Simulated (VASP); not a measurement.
**Li7CaNb8O24 (a cell with a defect): single point with PBE**

The system is Li7CaNb8O24 (a cell with a defect).

```
Li Nb O Ca
1.0
     2.59495    1.49820    4.67222
    -5.18990    2.99639    9.34445
     0.00000   -5.99278    9.34445
Li Nb O Ca
7 8 24 1
Direct
  0.72338 0.35689 0.36597
  0.20715 0.11776 0.11322
  0.73955 0.35797 0.85286
  0.21174 0.11883 0.60648
  0.71438 0.85698 0.36812
  0.20274 0.61169 0.11737
  0.71975 0.84852 0.86400
  0.02365 0.50158 0.49739
  0.50862 0.24519 0.25437
  0.98344 0.49844 0.01720
  0.51309 0.23833 0.76481
  0.97617 0.01187 0.50565
  0.50490 0.75946 0.24652
  0.99619 0.00253 0.00558
  0.48035 0.74791 0.76125
  0.28850 0.32216 0.43606
  0.62062 0.44957 0.13621
  0.88664 0.14761 0.31177
  0.39213 0.06867 0.38734
  0.78614 0.19287 0.06681
  0.14034 0.38114 0.19320
  0.26646 0.32332 0.93739
  0.68453 0.42846 0.63902
  0.89506 0.14057 0.81564
  0.40103 0.05969 0.88568
  0.79030 0.19021 0.56973
  0.16664 0.38838 0.68743
  0.27491 0.84140 0.42057
  0.63142 0.95085 0.12892
  0.88572 0.64126 0.32141
  0.40032 0.57107 0.38850
  0.79273 0.68945 0.06973
  0.14338 0.87919 0.18866
  0.24657 0.82695 0.93540
  0.63290 0.94589 0.62810
  0.83659 0.64663 0.83593
  0.38292 0.56489 0.87703
  0.77977 0.69053 0.57118
  0.13039 0.87411 0.68882
  0.23474 0.61796 0.62177
```

```
Program                : VASP 6.6.1
Task                   : single point
Functional             : PBE
Potentials or basis    : VASP PAW PBE potentials, release 64 (Li_sv, Nb_sv, O, Ca_sv)
Cutoff                 : 650 eV
k mesh                 : 1 × 1 × 1, shifted
Occupations            : gaussian, width 0.01 eV
Spin                   : no spin polarisation
Dipole correction      : no
Charge                 : -1
Further INCAR settings : LREAL = Auto; ALGO = Normal; EDIFF = 1e-06; NBANDS = 166; ISYM = -1; NELECT = 280.0
```

The largest force is 0.071 eV/Å.

Forces on the atoms (eV/Å):
```
Li   0.001  0.001 -0.006
Li  -0.001  0.001 -0.004
Li   0.004 -0.006 -0.001
Li  -0.003  0.003 -0.005
Li  -0.006  0.001  0.000
Li   0.000  0.003 -0.003
Li   0.004  0.005  0.001
Nb   0.022 -0.007  0.006
Nb   0.011 -0.016  0.014
Nb  -0.002  0.013  0.003
Nb   0.000  0.017  0.017
Nb   0.009  0.026  0.010
Nb  -0.008 -0.011  0.026
Nb  -0.003  0.003  0.012
Nb  -0.002  0.007  0.005
O   -0.017  0.010  0.002
O    0.016  0.001 -0.002
O   -0.003 -0.032  0.005
O   -0.022  0.014  0.002
O   -0.009 -0.015  0.000
O    0.012  0.007 -0.002
O   -0.003  0.007 -0.005
O    0.064  0.011  0.013
O   -0.009 -0.014 -0.007
O   -0.012  0.004 -0.002
O    0.006 -0.021 -0.004
O    0.016  0.000 -0.025
O   -0.034  0.040  0.002
O    0.013 -0.007 -0.014
O    0.003 -0.015  0.002
O   -0.017  0.013 -0.017
O    0.003 -0.011 -0.007
O    0.012  0.009 -0.004
O    0.002  0.008 -0.004
O    0.012  0.000  0.003
O   -0.037 -0.060  0.009
O   -0.018  0.003  0.002
O    0.002 -0.016 -0.020
O    0.005  0.009 -0.006
Ca  -0.010  0.015  0.007
```

Levels at points of the mesh, in eV from the Fermi level:
```tsv
k point	band 136	band 137	band 138	band 139	band 140	band 141	band 142	band 143	band 144	band 145
(0.25, 0.25, 0.25)	-3.61	-3.55	-3.52	-3.47	-0.13	0.17	0.27	0.29	0.39	0.45
```

It took 5.7 min on 1 thread of Intel(R) Xeon(R) 6975P-C (Granite Rapids) (shared host), peak memory 0.89 GiB.

Caveat: the cell carries a net charge on a neutralising background, which shifts energy and pressure; the cell is charged against a uniform background, so pressure and absolute levels hang on convention.
